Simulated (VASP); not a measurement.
# PtS2 (P-3m1) in VASP: single point with HSE06

Aim: the single point of PtS2 with HSE06.

All numbers are computed with VASP 6.6.1; they aren't measurements. Logs are shortened: lines on timing, memory, paths and dates and some standing lists are left out, and cuts for length are marked.

### Step 1. The cell of the first run

It takes space group P-3m1 (No. 164, trigonal). The conventional cell has a = 3.375 Å, b = 3.375 Å, c = 5.123 Å, α = 90.00°, β = 90.00°, γ = 120.00°. Within 3.1 Å of Pt (site symmetry -3m) lie 6 S at 2.35 Å. S (site symmetry 3m) has 3 Pt at 2.35 Å and 12 S at 3.17 to 3.38 Å within 3.4 Å.

### Step 2. Single point, HSE06 (biaxial xy strain -5.0%)

The input, POSCAR:

```
PtS2
1.0
    3.3753647651      0.0000000000      0.0000000000
   -1.6876823826      2.9231516336      0.0000000000
    0.0000000000      0.0000000000      5.1227110550
Pt S
1 2
Direct
    0.0000000000      0.0000000000      0.0000000000
    0.3333333333      0.6666666667      0.2560823669
    0.6666666667      0.3333333333      0.7439176331
```

The input, INCAR.step1:

```
SYSTEM = PtS2
  ALGO = Normal
  EDIFF = 1E-5
  ENCUT = 520
  GGA = PE
  ISIF = 2
  ISMEAR = 0
  LASPH = .True.
  LREAL = .False.
  LWAVE = .True.
  NBANDS = 18
  NELM = 80
  PREC = Accurate
  SIGMA = 0.01
```

The input, INCAR.step2:

```
SYSTEM = PtS2
  ALGO = Normal
  EDIFF = 1E-6
  ENCUT = 520
  GGA = PE
  HFSCREEN = 0.2079
  ISIF = 2
  ISMEAR = 0
  ISTART = 1
  LASPH = .True.
  LCHARG = .True.
  LELF = .True.
  LHFCALC = .True.
  LREAL = .False.
  LVHAR = .True.
  LWAVE = .False.
  NBANDS = 18
  NELM = 80
  PREC = Accurate
  PRECFOCK = Normal
  SIGMA = 0.01
```

The input, KPOINTS:

```
k-points
0
Gamma
  6 6 4
  0 0 0
```

Potentials or basis: VASP PAW PBE potentials, release 64 (Pt, S).

Run with:

```sh
cat potpaw_PBE.64/Pt/POTCAR potpaw_PBE.64/S/POTCAR > POTCAR
cp INCAR.step1 INCAR
mpirun -np 1 vasp_std > vasp.out
cp INCAR.step2 INCAR
mpirun -np 1 vasp_std > vasp.out
```

OUTCAR:

```text
SYSTEM = PtS2
   EDIFF = 1E-6
   ENCUT = 520
   GGA = PE
   HFSCREEN = 0.2079
   ISIF = 2
   ISMEAR = 0
   ISTART = 1
   LASPH = .True.
   LHFCALC = .True.
   LREAL = .False.
   NELM = 80
   PREC = Accurate
   PRECFOCK = Normal

 ion  position               nearest neighbor table
   1  0.000  0.000  0.000-   2 2.35   3 2.35   3 2.35   2 2.35   3 2.35   2 2.35
   2  0.333  0.667  0.256-   1 2.35   1 2.35   1 2.35
   3  0.667  0.333  0.744-   1 2.35   1 2.35   1 2.35

  LATTYP: Found a hexagonal cell.
 ALAT       =     3.3753647651
 C/A-ratio  =     1.5176762843

  Lattice vectors:

 A1 = (   3.3753647651,   0.0000000000,   0.0000000000)
 A2 = (  -1.6876823826,   2.9231516336,   0.0000000000)
 A3 = (   0.0000000000,   0.0000000000,   5.1227110550)

Analysis of symmetry for initial positions (statically):
=====================================================================
 Subroutine PRICEL returns:
 Original cell was already a primitive cell.

 Routine SETGRP: Setting up the symmetry group for a
 hexagonal supercell.

 Subroutine GETGRP returns: Found 12 space group operations
 (whereof 12 operations were pure point group operations)
 out of a pool of 24 trial point group operations.

The static configuration has the point symmetry D_3d.

Analysis of symmetry for dynamics (positions and initial velocities):
=====================================================================
 Subroutine PRICEL returns:
 Original cell was already a primitive cell.

 Routine SETGRP: Setting up the symmetry group for a
 hexagonal supercell.

 Subroutine GETGRP returns: Found 12 space group operations
 (whereof 12 operations were pure point group operations)
 out of a pool of 24 trial point group operations.

The dynamic configuration has the point symmetry D_3d.

 Subroutine INISYM returns: Found 12 space group operations
 (whereof 12 operations are pure point group operations),
 and found     1 'primitive' translations

----------------------------------------------------------------------------------------

                                     Primitive cell

  volume of cell :      50.5443

  direct lattice vectors                    reciprocal lattice vectors
     3.375364765  0.000000000  0.000000000     0.296264276  0.171048260  0.000000000
    -1.687682383  2.923151634  0.000000000     0.000000000  0.342096520  0.000000000
     0.000000000  0.000000000  5.122711055     0.000000000  0.000000000  0.195209136

  length of vectors
     3.375364765  3.375364765  5.122711055     0.342096520  0.342096520  0.195209136

  position of ions in fractional coordinates (direct lattice)
     0.000000000  0.000000000  0.000000000
     0.333333333  0.666666667  0.256082367
     0.666666667  0.333333333  0.743917633

  ion indices of the primitive-cell ions
   primitive index   ion index
                 1           1
                 2           2
                 3           3

----------------------------------------------------------------------------------------

 KPOINTS: k-points

Automatic generation of k-mesh.
 Grid dimensions read from file:
 generate k-points for:    6    6    4

 Generating k-lattice:

  Cartesian coordinates                     Fractional coordinates (reciprocal lattice)
     0.049377379  0.028508043  0.000000000     0.166666667 -0.000000000  0.000000000
     0.000000000  0.057016087  0.000000000     0.000000000  0.166666667  0.000000000
     0.000000000  0.000000000  0.048802284     0.000000000  0.000000000  0.250000000

  Length of vectors
     0.057016087  0.057016087  0.048802284

  Shift w.r.t. Gamma in fractional coordinates (k-lattice)
     0.000000000  0.000000000  0.000000000

 Subroutine IBZKPT returns following result:
 ===========================================

 Found     24 irreducible k-points:

 Following reciprocal coordinates:
            Coordinates               Weight
  0.000000  0.000000  0.000000      1.000000
  0.166667  0.000000  0.000000      6.000000
  0.333333 -0.000000  0.000000      6.000000
  0.500000  0.000000  0.000000      3.000000
  0.166667  0.166667  0.000000      6.000000
  0.333333  0.166667  0.000000     12.000000
[... 16 lines left out ...]
  0.333333  0.166667  0.500000     12.000000
  0.333333  0.333333  0.500000      2.000000
   k-points           NKPTS =     24   k-points in BZ     NKDIM =    144   number of bands    NBANDS=     18
   number of dos      NEDOS =    301   number of ions     NIONS =      3
   total plane-waves  NPLWV =  31360
   dimension x,y,z NGX =    28 NGY =   28 NGZ =   40
   dimension x,y,z NGXF=    56 NGYF=   56 NGZF=   80
   ions per type =               1   2
   NGX,Y,Z   is equivalent  to a cutoff of  13.79, 13.79, 12.98 a.u.
   NGXF,Y,Z  is equivalent  to a cutoff of  27.58, 27.58, 25.96 a.u.
 SYSTEM =  PtS2
   PREC   = accura    normal or accurate (medium, high low for compatibility)
   ISTART =      1    job   : 0-new  1-cont  2-samecut
   ICHARG =      0    charge: 1-file 2-atom 10-const
   ISPIN  =      1    spin polarized calculation?
   LNONCOLLINEAR =      F non collinear calculations
   LSORBIT =      F    spin-orbit coupling
   LASPH  =      T    aspherical Exc in radial PAW
   ENCUT  =  520.0 eV  38.22 Ry    6.18 a.u.   6.28  6.28  9.52*2*pi/ulx,y,z
   NELM   =     80;   NELMIN=  2; NELMDL=  0     # of ELM steps
   EDIFF  = 0.1E-05   stopping-criterion for ELM
   LREAL  =      F    real-space projection
   EDIFFG = 0.1E-04   stopping-criterion for IOM
   NSW    =      0    number of steps for IOM
   IBRION =     -1    ionic relax: 0-MD 1-quasi-New 2-CG
   NFREE  =      0    steps in history (QN), initial steepest desc. (CG)
   ISIF   =      2    stress and relaxation
   ISYM   =      3    0-nonsym 1-usesym 2-fastsym
   POTIM  = 0.5000    time-step for ionic-motion
   TEBEG  =    0.0;   TEEND  =   0.0 temperature during run
   PSTRESS=    0.0 pullay stress
   NELECT =      22.0000    total number of electrons
   NUPDOWN=      -1.0000    fix difference up-down
   EMIN   =  10.00;   EMAX   =-10.00  energy-range for DOS
   EFERMI =   0.00;   METHOD = LEGACY
   ISMEAR =     0;   SIGMA  =   0.01  broadening in eV -4-tet -1-fermi 0-gaus
   EFERMI_NEDOS =   21; number of points for ismear=-14 and -15
   IALGO  =     38    algorithm
   IMIX   =      1    mixing-type and parameters
     AMIX     =   0.40;   BMIX     =  1.00
     AMIX_MAG =   1.60;   BMIX_MAG =  1.00
  volume/ion in A,a.u.               =      16.85       113.70
  Fermi-wavevector in a.u.,A,eV,Ry     =   1.240676  2.344538 20.943138  1.539277
  Thomas-Fermi vector in A             =   2.375107
   LORBIT       =      0    0 simple, 1 ext, 2 COOP (PROOUT), +10 PAW based schemes
   GGA     = PE    functional components
   LHFCALC =     T    Hartree Fock is set to
   PRECFOCK=normal    Normal, Fast or Accurate (Low or Medium for compatibility)
   ENCUT4O =  -1.0   cutoff for four orbital integrals eV
   NKREDX  =     1    reduce k-point grid by
   NKREDY  =     1    reduce k-point grid by
   NKREDZ  =     1    reduce k-point grid by
   AEXX    =    0.2500 exact exchange contribution
   HFSCREEN=    0.2079 screening length (either q_TF or 0.3 A-1)
   HFSCREENC=   0.2079 screening length for correlation (either q_TF or 0.3 A-1)
   ENCUTFOCK=  -1.0 apply spherical cutoff to Coloumb kernel
   IVDW    =     0    specifies the selected vdW correction
   LEPSILON=     F    determine dielectric tensor
   LRPA    =     F    only Hartree local field effects (RPA)
 non-spin polarized calculation
 Gauss-broadening in eV      SIGMA  =   0.01
  energy-cutoff  :      520.00
  volume of cell :       50.54
 maximum number of plane-waves:      1387
 NGX is ok and might be reduce to    28
  NGX = 20; NGY = 20; NGZ = 30

 number of electron      22.0000000 magnetization

 Free energy of the ion-electron system (eV)
  ---------------------------------------------------
  ext. energy  EPLUGINS =         0.00000000
  ---------------------------------------------------
  free energy    TOTEN  =       -18.35678713 eV

  energy without entropy =      -18.35678713  energy(sigma->0) =      -18.35678713

 E-fermi :   7.5126     XC(G=0):  -9.1522

 val. band max:        7.4447752239   @ k =   0.0000   0.0000   0.0000
 cond. band min:       8.7820203951   @ k =   0.3333   0.3333   0.0000
 fundamental gap:      1.3372451712
 Fermi energy:         7.5125861992

 k-point     1 :       0.0000    0.0000    0.0000
  band No.  band energies     occupation
      1      -9.9483      2.00000
      2      -6.7184      2.00000
      3      -1.2950      2.00000
      4       0.0787      2.00000
      5       0.0787      2.00000
      6       2.5768      2.00000
[... 10 lines left out ...]
     17      16.8877      0.00000
     18      21.6694      0.00000

 k-point     2 :       0.1667    0.0000    0.0000
  band No.  band energies     occupation
      1      -9.5135      2.00000
      2      -6.8382      2.00000
      3      -0.8162      2.00000
      4       0.1698      2.00000
      5       0.3361      2.00000
      6       2.0640      2.00000
[... 10 lines left out ...]
     17      18.0704      0.00000
     18      18.5028      0.00000

 k-point     3 :       0.3333   -0.0000    0.0000
  band No.  band energies     occupation
      1      -8.4245      2.00000
      2      -7.0859      2.00000
      3      -0.3257      2.00000
      4       0.4363      2.00000
      5       0.6394      2.00000
      6       1.2661      2.00000
[... 10 lines left out ...]
     17      17.4411      0.00000
     18      18.9424      0.00000

 k-point     4 :       0.5000    0.0000    0.0000
  band No.  band energies     occupation
      1      -7.6331      2.00000
      2      -7.2576      2.00000
      3      -1.3093      2.00000
      4       0.6162      2.00000
      5       0.8001      2.00000
      6       2.3521      2.00000
[... 375 lines left out ...]
      4       0.1998      2.00000
      5       1.1143      2.00000
      6       1.6041      2.00000
[... 10 lines left out ...]
     17      17.3586      0.00000
     18      18.1303      0.00000

 k-point    23 :       0.3333    0.1667    0.5000
  band No.  band energies     occupation
      1      -7.6583      2.00000
      2      -7.1841      2.00000
      3      -0.9013      2.00000
      4      -0.0115      2.00000
      5       1.0532      2.00000
      6       1.6389      2.00000
[... 10 lines left out ...]
     17      17.5001      0.00000
     18      19.0376      0.00000

 k-point    24 :       0.3333    0.3333    0.5000
  band No.  band energies     occupation
      1      -7.2533      2.00000
      2      -7.2533      2.00000
      3      -0.1175      2.00000
      4      -0.1175      2.00000
      5       0.3707      2.00000
      6       2.2751      2.00000
[... 10 lines left out ...]
     17      16.5240      0.00000
     18      19.4523      0.00000

------------------------ aborting loop because EDIFF is reached ----------------------------------------

  FORCE on cell =-STRESS in cart. coord.  units (eV):
  Direction    XX          YY          ZZ          XY          YZ          ZX
  --------------------------------------------------------------------------------------
  -------------------------------------------------------------------------------------
  Total        4.6027141      4.6027141      0.9271931     -0.0000000      0.0000000      0.0000000
  in kB      145.8991175    145.8991175     29.3906264     -0.0000000      0.0000000      0.0000000
  external PRESSURE =     107.0629538 kB  Pullay stress =       0.0000000 kB

 VOLUME and BASIS-vectors are now :
 -----------------------------------------------------------------------------
  energy-cutoff  :      520.00
  volume of cell :       50.54
      direct lattice vectors                 reciprocal lattice vectors
     3.375364765  0.000000000  0.000000000     0.296264276  0.171048260  0.000000000
    -1.687682383  2.923151634  0.000000000     0.000000000  0.342096520  0.000000000
     0.000000000  0.000000000  5.122711055     0.000000000  0.000000000  0.195209136

 POSITION                                       TOTAL-FORCE (eV/Angst)
 -----------------------------------------------------------------------------------
      0.00000      0.00000      0.00000         0.000000      0.000000      0.000000
     -0.00000      1.94877      1.31184        -0.000000     -0.000000     -0.426601
      1.68768      0.97438      3.81088         0.000000      0.000000      0.426601
 -----------------------------------------------------------------------------------
    total drift:                               -0.000000     -0.000000     -0.000001

  FREE ENERGIE OF THE ION-ELECTRON SYSTEM (eV)
  ---------------------------------------------------
  free  energy   TOTEN  =       -18.3567871255 eV

  energy  without entropy=      -18.3567871255  energy(sigma->0) =      -18.35678713
```

Wall time 67 min (1 thread of Oxide Virtual Turin-like, shared host); peak memory 0.26 GiB.

What came out:

* Free energy: -18.3568 eV
* Pressure: 10.7 GPa
* Largest force: 0.427 eV/Å
* Band gap on the k mesh: 1.34 eV (least direct gap 2.12 eV)

Forces on the atoms (eV/Å):
```
Pt   0.000  0.000  0.000
S    0.000  0.000 -0.427
S    0.000  0.000  0.427
```

Caveat: the cell differs from its parent crystal (biaxial xy strain -5.0%); the cell stands under pressure; the PAW data sets were made with another functional, which shifts forces and pressure a little; spin-orbit coupling is left out, which moves the levels of the heavy elements.
